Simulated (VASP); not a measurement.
# HfSi (NiAs type) (P6_3/mmc) in VASP: a series of runs, part 2 of 2

VASP 6.6.1.

## 3. Electric field gradients, PBEsol

Input file INCAR:

```
  ALGO = Normal
  EDIFF = 1E-8
  ENCUT = 520
  GGA = PS
  ISIF = 2
  ISMEAR = -1
  LASPH = True
  LCHARG = False
  LEFG = True
  LREAL = False
  LWAVE = False
  NBANDS = 22
  NELM = 100
  PREC = Accurate
  SIGMA = 0.05
```

Input file KPOINTS:

```
k-points
0
Gamma
  10 10 6
```

Input file POSCAR:

```
HfSi
1.0
    3.6893277788      0.0000000000      0.0000000000
   -1.8446638894      3.1950515794      0.0000000000
    0.0000000000      0.0000000000      6.6148313785
Hf Si
2 2
Direct
    0.0000000000      0.0000000000      0.0000000000
    0.0000000000      0.0000000000      0.5000000000
    0.3333333333      0.6666666667      0.2500000000
    0.6666666667      0.3333333333      0.7500000000
```

Potentials or basis: VASP PAW PBE potentials, release 64 (Hf_pv, Si).

Started as:

```
$ cat potpaw_PBE.64/Hf_pv/POTCAR potpaw_PBE.64/Si/POTCAR > POTCAR
$ mpirun -np 1 vasp_std > vasp.out
```

OUTCAR:

```text
EDIFF = 1E-8
   ENCUT = 520
   GGA = PS
   ISIF = 2
   ISMEAR = -1
   LASPH = True
   LREAL = False
   NELM = 100
   PREC = Accurate

 ion  position               nearest neighbor table
   1  0.000  0.000  0.000-   3 2.70   4 2.70   4 2.70   3 2.70   4 2.70   3 2.70   2 3.31   2 3.31

   2  0.000  0.000  0.500-   3 2.70   4 2.70   4 2.70   3 2.70   4 2.70   3 2.70   1 3.31   1 3.31

   3  0.333  0.667  0.250-   1 2.70   2 2.70   1 2.70   2 2.70   1 2.70   2 2.70
   4  0.667  0.333  0.750-   1 2.70   2 2.70   1 2.70   2 2.70   1 2.70   2 2.70

  LATTYP: Found a hexagonal cell.
 ALAT       =     3.6893277788
 C/A-ratio  =     1.7929638609

  Lattice vectors:

 A1 = (   3.6893277788,   0.0000000000,   0.0000000000)
 A2 = (  -1.8446638894,   3.1950515794,   0.0000000000)
 A3 = (   0.0000000000,   0.0000000000,   6.6148313785)

Analysis of symmetry for initial positions (statically):
=====================================================================
 Subroutine PRICEL returns:
 Original cell was already a primitive cell.

 Routine SETGRP: Setting up the symmetry group for a
 hexagonal supercell.

 Subroutine GETGRP returns: Found 24 space group operations
 (whereof 12 operations were pure point group operations)
 out of a pool of 24 trial point group operations.

The static configuration has the point symmetry D_3d.
 The point group associated with its full space group is D_6h.

Analysis of symmetry for dynamics (positions and initial velocities):
=====================================================================
 Subroutine PRICEL returns:
 Original cell was already a primitive cell.

 Routine SETGRP: Setting up the symmetry group for a
 hexagonal supercell.

 Subroutine GETGRP returns: Found 24 space group operations
 (whereof 12 operations were pure point group operations)
 out of a pool of 24 trial point group operations.

The dynamic configuration has the point symmetry D_3d.
 The point group associated with its full space group is D_6h.

 Subroutine INISYM returns: Found 24 space group operations
 (whereof 12 operations are pure point group operations),
 and found     1 'primitive' translations

----------------------------------------------------------------------------------------

                                     Primitive cell

  volume of cell :      77.9729

  direct lattice vectors                    reciprocal lattice vectors
     3.689327779  0.000000000  0.000000000     0.271052089  0.156491996  0.000000000
    -1.844663889  3.195051579  0.000000000     0.000000000  0.312983993  0.000000000
     0.000000000  0.000000000  6.614831378     0.000000000  0.000000000  0.151175433

  length of vectors
     3.689327779  3.689327779  6.614831378     0.312983993  0.312983993  0.151175433

  position of ions in fractional coordinates (direct lattice)
     0.000000000  0.000000000  0.000000000
     0.000000000  0.000000000  0.500000000
     0.333333333  0.666666667  0.250000000
     0.666666667  0.333333333  0.750000000

  ion indices of the primitive-cell ions
   primitive index   ion index
[... 85 lines left out ...]
   TEBEG  =    0.0;   TEEND  =   0.0 temperature during run
   PSTRESS=    0.0 pullay stress
   NELECT =      28.0000    total number of electrons
   NUPDOWN=      -1.0000    fix difference up-down
   EMIN   =  10.00;   EMAX   =-10.00  energy-range for DOS
   EFERMI =   0.00;   METHOD = LEGACY
   ISMEAR =    -1;   SIGMA  =   0.05  broadening in eV -4-tet -1-fermi 0-gaus
   EFERMI_NEDOS =   21; number of points for ismear=-14 and -15
   IALGO  =     38    algorithm
   IMIX   =      4    mixing-type and parameters
     AMIX     =   0.40;   BMIX     =  1.00
     AMIX_MAG =   1.60;   BMIX_MAG =  1.00
  volume/ion in A,a.u.               =      19.49       131.55
  Fermi-wavevector in a.u.,A,eV,Ry     =   1.163625  2.198932 18.422589  1.354022
  Thomas-Fermi vector in A             =   2.300172
   LORBIT       =      0    0 simple, 1 ext, 2 COOP (PROOUT), +10 PAW based schemes
   GGA     = PS    functional components
   LHFCALC =     F    Hartree Fock is set to
   AEXX    =    0.0000 exact exchange contribution
   IVDW    =     0    specifies the selected vdW correction
   LEPSILON=     F    determine dielectric tensor
   LRPA    =     F    only Hartree local field effects (RPA)
 non-spin polarized calculation
  energy-cutoff  :      520.00
  volume of cell :       77.97
 maximum number of plane-waves:      2120
 NGX is ok and might be reduce to    28
   NGX = 13   NGY = 13   NGZ = 25

 number of electron      27.9999999 magnetization

 Free energy of the ion-electron system (eV)
  ---------------------------------------------------
  ext. energy  EPLUGINS =         0.00000000
  ---------------------------------------------------
  free energy    TOTEN  =       -34.34821897 eV

  energy without entropy =      -34.33977998  energy(sigma->0) =      -34.34399948

 E-fermi :   5.6276     XC(G=0): -10.9700

 val. band max:        5.5508901990   @ k =   0.1000  -0.0000   0.3333
 cond. band min:       5.6601985963   @ k =   0.4000  -0.0000   0.5000
 fundamental gap:      0.1093083973
 Fermi energy:         5.6275950260

 k-point     1 :       0.0000    0.0000    0.0000
  band No.  band energies     occupation
      1     -24.8626      2.00000
      2     -24.8074      2.00000
      3     -24.8074      2.00000
      4     -24.7768      2.00000
      5     -24.7768      2.00000
      6     -24.5499      2.00000
[... 589 lines left out ...]
     21       9.8736      0.00000
     22      10.6202      0.00000

 [... further k-points ...]
[... 5 lines left out ...]
  --------------------------------------------------------------------------------------
  -------------------------------------------------------------------------------------
  Total        0.0175682      0.0175682      0.0424327      0.0000000     -0.0000000      0.0000000
  in kB        0.3609893      0.3609893      0.8719007      0.0000000     -0.0000000      0.0000000
  external PRESSURE =       0.5312931 kB  Pullay stress =       0.0000000 kB

 VOLUME and BASIS-vectors are now :
 -----------------------------------------------------------------------------
  energy-cutoff  :      520.00
  volume of cell :       77.97
      direct lattice vectors                 reciprocal lattice vectors
     3.689327779  0.000000000  0.000000000     0.271052089  0.156491996  0.000000000
    -1.844663889  3.195051579  0.000000000     0.000000000  0.312983993  0.000000000
     0.000000000  0.000000000  6.614831378     0.000000000  0.000000000  0.151175433

 POSITION                                       TOTAL-FORCE (eV/Angst)
 -----------------------------------------------------------------------------------
      0.00000      0.00000      0.00000        -0.000000      0.000000      0.000000
      0.00000      0.00000      3.30742        -0.000000      0.000000      0.000000
     -0.00000      2.13003      1.65371        -0.000000      0.000000     -0.000000
      1.84466      1.06502      4.96112         0.000000     -0.000000     -0.000000
 -----------------------------------------------------------------------------------
    total drift:                               -0.000000      0.000000      0.000000

  FREE ENERGIE OF THE ION-ELECTRON SYSTEM (eV)
  ---------------------------------------------------
  free  energy   TOTEN  =       -34.3482189734 eV

  energy  without entropy=      -34.3397799808  energy(sigma->0) =      -34.34399948

 Electric field gradients (V/A^2)
---------------------------------------------------------------------
 ion       V_xx      V_yy      V_zz      V_xy      V_xz      V_yz
---------------------------------------------------------------------
   1     121.695   121.695  -243.390     0.000    -0.000     0.000
   2     121.695   121.695  -243.390     0.000     0.000    -0.000
   3       5.551     5.551   -11.103     0.000     0.000    -0.000
   4       5.551     5.551   -11.103     0.000    -0.000     0.000
---------------------------------------------------------------------

 Electric field gradients after diagonalization (V/A^2)
 (convention: |V_zz| > |V_xx| > |V_yy|)
----------------------------------------------------------------------
 ion       V_xx      V_yy      V_zz     asymmetry (V_yy - V_xx)/ V_zz
----------------------------------------------------------------------
   1     121.695   121.695  -243.390       0.000
   2     121.695   121.695  -243.390       0.000
   3       5.551     5.551   -11.103       0.000
   4       5.551     5.551   -11.103       0.000
----------------------------------------------------------------------

           NMR quadrupolar parameters

 Cq : quadrupolar parameter    Cq=e*Q*V_zz/h
 eta: asymmetry parameters     (V_yy - V_xx)/ V_zz
 Q  : nuclear electric quadrupole moment in mb (millibarn)
----------------------------------------------------------------------
 ion       Cq(MHz)       eta       Q (mb)
----------------------------------------------------------------------
   1      -0.589       0.000       1.000
   2      -0.589       0.000       1.000
   3      -0.027       0.000       1.000
   4      -0.027       0.000       1.000
----------------------------------------------------------------------
```

OSZICAR:

```text
N       E                     dE             d eps       ncg     rms          rms(c)
DAV:   1     0.795573717258E+02    0.79557E+02   -0.14181E+04  2480   0.116E+03
DAV:   2    -0.316090653869E+02   -0.11117E+03   -0.10615E+03  2964   0.257E+02
DAV:   3    -0.362389436521E+02   -0.46299E+01   -0.45528E+01  3318   0.356E+01
DAV:   4    -0.362961601381E+02   -0.57216E-01   -0.57119E-01  3018   0.459E+00
DAV:   5    -0.362970065816E+02   -0.84644E-03   -0.84622E-03  3200   0.539E-01    0.688E+01
DAV:   6    -0.345293920411E+02    0.17676E+01   -0.42092E+00  2890   0.842E+00    0.439E+01
DAV:   7    -0.344467504347E+02    0.82642E-01   -0.20610E+00  3056   0.657E+00    0.389E+00
DAV:   8    -0.343482508234E+02    0.98500E-01   -0.58467E-01  2818   0.319E+00    0.746E-01
DAV:   9    -0.343482143517E+02    0.36472E-04   -0.19069E-02  2944   0.770E-01    0.272E-01
DAV:  10    -0.343482267822E+02   -0.12430E-04   -0.34900E-04  3040   0.102E-01    0.159E-01
DAV:  11    -0.343482239685E+02    0.28137E-05   -0.13200E-04  3020   0.505E-02    0.907E-02
DAV:  12    -0.343482189028E+02    0.50658E-05   -0.14781E-05  2938   0.192E-02    0.641E-03
DAV:  13    -0.343482189391E+02   -0.36328E-07   -0.10611E-06  3212   0.572E-03    0.299E-03
DAV:  14    -0.343482189960E+02   -0.56937E-07   -0.30220E-08  2940   0.933E-04    0.298E-03
DAV:  15    -0.343482189767E+02    0.19299E-07   -0.15833E-09  1862   0.193E-04    0.173E-04
DAV:  16    -0.343482189734E+02    0.33281E-08   -0.64516E-10  1610   0.126E-04
   1 F= -.34348219E+02 E0= -.34343999E+02  d E =-.843899E-02
```

stdout:

```text
POSCAR found type information on POSCAR HfSi
 POSCAR found :  2 types and       4 ions
 scaLAPACK will be used
 -----------------------------------------------------------------------------
|                                                                             |
|                                                                             |
|     You enforced a specific xc type in the INCAR file but a different       |
|     I HOPE YOU KNOW WHAT YOU ARE DOING!                                     |
|                                                                             |
 -----------------------------------------------------------------------------

 LDA part: xc-table for (Slater+PW92), standard interpolation
 POSCAR, INCAR and KPOINTS ok, starting setup
 FFT: planning ... GRIDC
 FFT: planning ... GRID_SOFT
 FFT: planning ... GRID
 WAVECAR not read
 entering main loop
ion   1

ion   2

ion   3

ion   4
```

It took 44 s on 1 thread of Intel Xeon Platinum 8559C (Emerald Rapids), shared host; peak memory 0.24 GiB.

Results:

* Free energy: -34.3482 eV
* Pressure: 0.1 GPa
* Band gap on the k mesh: zero (band 14 reaches 6.40 eV, above the bottom of band 15 at 5.46 eV)

Electric field gradients, principal values (V/Å²):
```csv
atom,least,middle,greatest (by size)
1 Hf,121.695,121.695,-243.390
2 Hf,121.695,121.695,-243.390
3 Si,5.551,5.551,-11.103
4 Si,5.551,5.551,-11.103
```

Caveat: without QUAD_EFG the Cq values of the log hold for a quadrupole moment of 1 mb, not for the nuclei; the PAW data sets were made with another functional, which shifts forces and pressure a little; spin-orbit coupling is left out, which moves the levels of the heavy elements.

## 4. Density of states, PBEsol

POSCAR is that of step 3.

Input file INCAR.step1:

```
ALGO = Normal ; EDIFF = 1E-7
ENCUT = 520 ; GGA = PS
ISIF = 2 ; ISMEAR = -1
LASPH = True ; LCHARG = True
LMAXMIX = 4 ; LREAL = False
LWAVE = False ; NBANDS = 22
NELM = 80 ; PREC = Accurate
SIGMA = 0.05
```

Input file KPOINTS.step1:

```
k-points
0
Gamma
  10 10 6
```

Input file INCAR.step2:

```
ALGO = Normal ; EDIFF = 1E-7
ENCUT = 520 ; GGA = PS
ICHARG = 11 ; ISIF = 2
ISMEAR = -5 ; LASPH = True
LCHARG = False ; LMAXMIX = 4
LORBIT = 11 ; LREAL = False
LWAVE = False ; NEDOS = 1001
NELM = 80 ; PREC = Accurate
SIGMA = 0.05
```

Input file KPOINTS.step2:

```
k-points
0
Gamma
  15 15 9
```

Started as:

```
$ cat potpaw_PBE.64/Hf_pv/POTCAR potpaw_PBE.64/Si/POTCAR > POTCAR
$ cp INCAR.step1 INCAR
$ cp KPOINTS.step1 KPOINTS
$ mpirun -np 1 vasp_std > vasp.out
$ cp INCAR.step2 INCAR
$ cp KPOINTS.step2 KPOINTS
$ mpirun -np 1 vasp_std > vasp.out
```

It took 69 s on 1 thread of Intel Xeon 6975P-C (Granite Rapids), shared host; peak memory 0.31 GiB.

It converged, with:

```yaml
Valence_electrons_inside_the_program's_atomic_spheres: Hf 8.38; Si 1.74
```

Levels at points of the mesh, in eV from the Fermi level:
| k point | band 10 | band 11 | band 12 | band 13 | band 14 | band 15 | band 16 | band 17 | band 18 |
| --- | --- | --- | --- | --- | --- | --- | --- | --- | --- |
| (0.00, 0.00, 0.00) | -1.48 | -1.48 | -1.29 | 0.71 | 0.71 | 0.80 | 0.80 | 1.80 | 2.88 |

Caveat: the PAW data sets were made with another functional, which shifts forces and pressure a little; spin-orbit coupling is left out, which moves the levels of the heavy elements; tetrahedron occupations give inexact forces and stress in metals.
